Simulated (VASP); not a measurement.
A run of VASP 6.6.1 is set up as follows.

Contents of INCAR:

```
SYSTEM = BiTe
PREC = Accurate ; ENCUT = 520
EDIFF = 1E-7 ; ISMEAR = 0
SIGMA = 0.05 ; LREAL = .FALSE.
LASPH = .TRUE. ; NELM = 60
ALGO = Normal ; ISIF = 2
LWAVE = .FALSE. ; LCHARG = .TRUE.
GGA = B5 ; ALDAX = 1.0
AGGAX = 1.0 ; AGGAC = 1.0
ALDAC = 0.0 ; IVDW = 12
VDW_S6 = 1.0 ; VDW_S8 = 2.6996
VDW_A1 = 0.4298 ; VDW_A2 = 4.2359
LELF = .TRUE. ; LVHAR = .TRUE.
NBANDS = 18
```

The input KPOINTS:

```
Automatic mesh
0
G
  6 6 6
  0 0 0
```

The input POSCAR:

```
BiTe
1.0
    0.0000000000      3.2167226168      3.2167226168
    3.2167226168      0.0000000000      3.2167226168
    3.2167226168      3.2167226168      0.0000000000
Bi Te
1 1
Direct
    0.5000000000      0.5000000000      0.5000000000
    0.0000000000      0.0000000000      0.0000000000
```

Potentials or basis: VASP PAW PBE potentials, release 64 (Bi_d, Te).

Run with:

```console
$ cat potpaw_PBE.64/Bi_d/POTCAR potpaw_PBE.64/Te/POTCAR > POTCAR
$ mpirun -np 1 vasp_std > vasp.out
```

(1) Predict the dispersion energy per atom.

(2) Predict the pressure.

## Answers

(1) -1.092 eV.

(2) 0.1 GPa.

Caveat: the PAW data sets were made with another functional, which shifts forces and pressure a little; pairwise dispersion overbinds metals, which lowers pressure and volume.
